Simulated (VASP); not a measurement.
Te2Mo: single point with PBE

Te2Mo:

```xyz
6
Lattice="3.3714 0.0000 0.0000 -1.6857 2.9197 0.0000 0.0000 0.0000 13.3907" Properties=species:S:1:pos:R:3 pbc="T T T"
Te    0.0000    1.9465    8.3156
Te    1.6857    0.9732    1.6203
Te    0.0000    1.9465   11.7704
Te    1.6857    0.9732    5.0751
Mo    0.0000    1.9465    3.3477
Mo    1.6857    0.9732   10.0430
```

```yaml
Program: VASP 6.6.1
Task: single point
Functional: PBE
Potentials_or_basis: VASP PAW PBE potentials, release 64 (Te, Mo_sv)
Cutoff: 520 eV
k_mesh: 8 × 8 × 2
Occupations: fermi-dirac, width 0.05 eV
Spin: no spin polarisation
```

The pressure is 20.9 GPa, the largest force is 2.347 eV/Å and the band gap on the k mesh is 0.70 eV (least direct gap 1.43 eV).

Forces on the atoms (eV/Å):
```
Te   0.000  0.000 -2.347
Te   0.000  0.000 -2.347
Te   0.000  0.000  2.347
Te   0.000  0.000  2.347
Mo   0.000  0.000  0.000
Mo   0.000  0.000  0.000
```

Stress tensor (GPa, compression positive):
```
19.27  0.00  0.00
 0.00 19.27  0.00
 0.00  0.00 24.29
```

Levels at points of the mesh, in eV from the valence-band top:
```
           k point  band 23  band 24  band 25  band 26  band 27  band 28  band 29  band 30
(0.00, 0.00, 0.00)    -1.31    -1.31    -0.29    -0.04     3.32     3.32     3.48     3.48
(0.50, 0.00, 0.00)    -1.35    -1.33    -0.67    -0.31     1.32     1.39     1.51     1.95
(0.00, 0.00, 0.50)    -1.33    -1.33    -0.12    -0.12     3.37     3.37     3.37     3.37
(0.50, 0.00, 0.50)    -1.31    -1.31    -0.49    -0.49     1.35     1.35     1.75     1.75
```

Run time: 83 s on 1 thread of Intel(R) Xeon(R) Platinum 8559C (Emerald Rapids), on a shared host, peak memory 0.29 GiB.

Caveat: the stress differs along the axes, from 19 to 24 GPa; semilocal functionals underestimate gaps, and a narrow one can read as zero; spin-orbit coupling is left out, which moves the levels of the heavy elements; this functional lacks dispersion, which binds layers or chains, so the pressure and a relaxed spacing across them are unreliable; forces of over 1 eV/Å act on the atoms, so gaps and moduli don't describe the material at rest. A k mesh can miss the band edges.
